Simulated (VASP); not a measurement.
Wanted: the native input for a VASP 6.6.1 run.

```
Task                   : single point
Functional             : PBE
Potentials or basis    : VASP PAW PBE potentials, release 64 (Hf_pv, N)
Cutoff                 : 520 eV
k mesh                 : 16 × 16 × 16
Occupations            : gaussian, width 0.1 eV
Spin                   : no spin polarisation
Dipole correction      : no
Further INCAR settings : ALGO = Normal; EDIFF = 1e-06; NBANDS = 14
```

The structure of HfN lies in POSCAR:

```
HfN
1.0
    0.0000000000      2.2964107300      2.2964107300
    2.2964107300      0.0000000000      2.2964107300
    2.2964107300      2.2964107300      0.0000000000
Hf N
1 1
Direct
    0.0000000000      0.0000000000      0.0000000000
    0.5000000000      0.5000000000      0.5000000000
```

One way to write it, as run:

INCAR

```
PREC = Accurate
ENCUT = 520
EDIFF = 1E-6
ISMEAR = 0
SIGMA = 0.1
LREAL = False
LASPH = True
NELM = 60
ALGO = Normal
ISIF = 2
LWAVE = False
LCHARG = True
GGA = PE
LELF = True
LVHAR = True
NBANDS = 14
```

KPOINTS

```
regular mesh
0
Gamma
  16 16 16
```

Potentials or basis: VASP PAW PBE potentials, release 64 (Hf_pv, N).

The run is started by

```bash
$ cat potpaw_PBE.64/Hf_pv/POTCAR potpaw_PBE.64/N/POTCAR > POTCAR
$ mpirun -np 1 vasp_std > vasp.out
```

It gave:

```yaml
Pressure: -9.6 GPa
Band_gap_on_the_k_mesh: zero (an odd number of electrons rules out a gap without spin polarisation)
```

Caveat: the cell stands under tension; spin-orbit coupling is left out, which moves the levels of the heavy elements.

It took 41 s on 1 thread of Intel Xeon 8259CL, on a shared host, peak memory 0.18 GiB.
